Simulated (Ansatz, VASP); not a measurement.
**Two plane-wave programs on SiC**

Contents of INCAR:

```
SYSTEM = SiC
AGGAC = 1.0 ; AGGAX = 1.0
ALDAC = 0.0 ; ALDAX = 1.0
ALGO = Normal ; EDIFF = 1E-6
ENCUT = 520 ; GGA = B5
ISIF = 2 ; ISMEAR = -1
LASPH = .TRUE. ; LCHARG = .FALSE.
LREAL = .FALSE. ; LWAVE = .FALSE.
NBANDS = 26 ; NELM = 60
PREC = Accurate ; SIGMA = 0.05
```

File KPOINTS:

```
k-points
0
G
  10 10 3
  0 0 0
```

POSCAR

```
SiC
1.0
    3.0756941497      0.0000000000      0.0000000000
   -1.5378470748      2.6636292679      0.0000000000
    0.0000000000      0.0000000000     10.0706464800
Si C
4 4
Direct
    0.0000000000      0.0000000000      0.1878943800
    0.0000000000      0.0000000000      0.6878943800
    0.3333333333      0.6666666667      0.4378419800
    0.6666666667      0.3333333333      0.9378419800
    0.0000000000      0.0000000000      0.0004600500
    0.0000000000      0.0000000000      0.5004600500
    0.3333333333      0.6666666667      0.2498025900
    0.6666666667      0.3333333333      0.7498025900
```

Contents of input.yaml:

```yaml
crystal:
  lattice:
    - [3.0756941497, 0.0, 0.0]
    - [-1.5378470748, 2.6636292679, 0.0]
    - [0.0, 0.0, 10.07064648]
  atoms:
    - { symbol: Si, position: [0.0, 0.0, 0.18789438] }
    - { symbol: Si, position: [0.0, 0.0, 0.68789438] }
    - { symbol: Si, position: [0.3333333333, 0.6666666667, 0.43784198] }
    - { symbol: Si, position: [0.6666666667, 0.3333333333, 0.93784198] }
    - { symbol: C, position: [0.0, 0.0, 0.00046005] }
    - { symbol: C, position: [0.0, 0.0, 0.50046005] }
    - { symbol: C, position: [0.3333333333, 0.6666666667, 0.24980259] }
    - { symbol: C, position: [0.6666666667, 0.3333333333, 0.74980259] }
hamiltonian:
  xc: blyp
  pseudopotentials: { kind: paw }
kpoints:
  mp_grid: { grid: [10, 10, 3] }
  band_path:
    path:
      - [[0.0, 0.0, 0.0], [0.5, 0.0, 0.0], [0.3333333333, 0.3333333333, 0.0], [0.0, 0.0, 0.0], [0.0, 0.0, 0.5], [0.5, 0.0, 0.5], [0.3333333333, 0.3333333333, 0.5], [0.0, 0.0, 0.5]]
      - [[0.5, 0.0, 0.5], [0.5, 0.0, 0.0]]
      - [[0.3333333333, 0.3333333333, 0.0], [0.3333333333, 0.3333333333, 0.5]]
    npoints: 10
scf:
  occupations: { method: fermi_dirac, width: 0.05 }
  n_extra_bands: 20
output:
  forces: true
  stress: true
  eigenvalues: true
  fatbands: false
  write_density: true
  write_potential: true
  elf: true
  volumetric_format: npy
```

Alike in both runs: functional BLYP; k mesh 10 × 10 × 3; occupations fermi-dirac, width 0.05 eV; no spin polarisation.

|  | VASP | Ansatz |
| --- | --- | --- |
| version | VASP 6.6.1 | Ansatz 0.2.0 |
| potentials or method | VASP PAW PBE potentials, release 64 (Si, C) | Ansatz PAW |
| plane-wave cutoff (eV) | 520 | 420 |
| valence electrons in the cell | 32 | 32 |
| task | single point | band structure |

```csv
,VASP,Ansatz,Ansatz less VASP
gap on the k mesh at the Fermi level (eV),2.54,2.53,-0.005
least direct gap on the mesh (eV),3.65,3.64,-0.012
pressure (GPa),9.1,8.5,-0.61
rms of the force components (eV/Å),0.005,0.004,-0.0006
```

VASP's potentials were made for PBE, not for BLYP. Atom by atom the forces differ by 0.001 eV/Å (rms over components).
